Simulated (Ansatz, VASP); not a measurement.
# MgO in VASP and in Ansatz

```
CELL_PARAMETERS angstrom
0.00000 2.30616 2.30616
2.30616 2.30616 0.00000
-2.30616 4.61232 -2.30616
ATOMIC_POSITIONS crystal
Mg 0.75000 0.75000 0.75000
Mg 0.25000 0.25000 0.25000
O 0.37500 0.37500 0.87500
O 0.87500 0.87500 0.37500
```

Alike in both runs: task single point; functional PBE; k mesh 6 × 6 × 6; occupations gaussian, width 0.1 eV; no spin polarisation.

|  | VASP | Ansatz |
| --- | --- | --- |
| version | VASP 6.6.1 | Ansatz 0.2.0 |
| potentials or method | VASP PAW PBE potentials, release 64 (Mg, O), cutoff 520 eV | scalar-relativistic, plane waves, PAW |
| valence electrons in the cell | 16 | 32 |

|  | VASP | Ansatz | Ansatz less VASP |
| --- | --- | --- | --- |
| gap on the k mesh at the Fermi level (eV) | 3.46 | 3.48 | +0.017 |
| least direct gap on the mesh (eV) | 3.46 | 3.48 | +0.017 |
| pressure (GPa) | -0.4 | 0.0 | +0.40 |

VASP's potentials hold 16 valence electrons a cell and Ansatz's 32, so a difference there can come from the potentials and not from the codes.
